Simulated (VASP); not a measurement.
Input of a VASP 6.6.1 run:

The input INCAR:

```
SYSTEM = BeZn4O
ALGO = Normal ; EDIFF = 1E-6
ENCUT = 520 ; GGA = PE
ISIF = 2 ; ISMEAR = 0
LASPH = .True. ; LCHARG = .False.
LREAL = .False. ; LWAVE = .False.
NBANDS = 37 ; NELM = 100
PREC = Accurate ; SIGMA = 0.1
```

KPOINTS

```
k-points
0
Gamma
  4 4 4
  0 0 0
```

POSCAR

```
BeZn4O
1.0
    3.8079650205      0.0000000000      0.0000000000
    0.0000000000      3.8079650205      0.0000000000
    0.0000000000      0.0000000000      5.6625377571
Be Zn O
1 4 1
Direct
    0.5000000000      0.5000000000      0.5000000000
    0.5000000000      0.0000000000      0.7459873583
    0.0000000000      0.5000000000      0.2540126417
    0.5000000000      0.0000000000      0.2540126417
    0.0000000000      0.5000000000      0.7459873583
    0.0000000000      0.0000000000      0.0000000000
```

Potentials or basis: VASP PAW PBE potentials, release 64 (Be, Zn, O).

Run with:

```console
$ cat potpaw_PBE.64/Be/POTCAR potpaw_PBE.64/Zn/POTCAR potpaw_PBE.64/O/POTCAR > POTCAR
$ mpirun -np 1 vasp_std > vasp.out
```

Q: Predict the largest force.

A: 0.006 eV/Å.

Q: Estimate the band gap on the k mesh.

A: Zero (bands 28 and 29 overlap by 1.73 eV).

Q: What does it give for the pressure?

A: 0.1 GPa.

Stress tensor (GPa, compression positive):
```
0.02 0.00 0.00
0.00 0.02 0.00
0.00 0.00 0.13
```

Caveat: the k points lie up to 0.41 Å⁻¹ apart, too coarse for converged energies and pressures of a metal.
